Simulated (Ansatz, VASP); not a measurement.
# Two plane-wave programs on Sc3B2Br3

```xyz
8
Lattice="7.6756 0.0000 0.0000 -3.8378 6.6473 0.0000 0.0000 0.0000 3.3173" Properties=species:S:1:pos:R:3 pbc="T T T"
Sc    1.9772    3.2900    0.0000
Sc    3.8378    0.0673    0.0000
Sc    5.6984    3.2900    0.0000
B     0.0000    4.4315    2.4874
B     0.0000    4.4315    0.8299
Br    5.7928    1.0871    1.6587
Br    3.8378    4.4731    1.6587
Br    1.8829    1.0871    1.6587
```

Alike in both runs: functional PBE; k mesh 6 × 6 × 12; occupations gaussian, width 0.1 eV; no spin polarisation.

Ansatz relaxed the structure, and its values are those at the end. VASP's run is a single point on that final structure, the one shown.

|  | VASP | Ansatz |
| --- | --- | --- |
| version | VASP 6.6.1 | Ansatz 0.2.0 |
| potentials or method | VASP PAW PBE potentials, release 64 (Sc_sv, B, Br), cutoff 520 eV | scalar-relativistic, plane waves, PAW |
| valence electrons in the cell | 60 | 60 |

|  | VASP | Ansatz | Ansatz less VASP |
| --- | --- | --- | --- |
| gap on the k mesh at the Fermi level (eV) | none | none | - |
| pressure (GPa) | 0.1 | 0.0 | -0.12 |
| rms of the force components (eV/Å) | 0.009 | 0.001 | -0.0079 |

A gap of «none» marks a metal or a gap that the smearing closes.
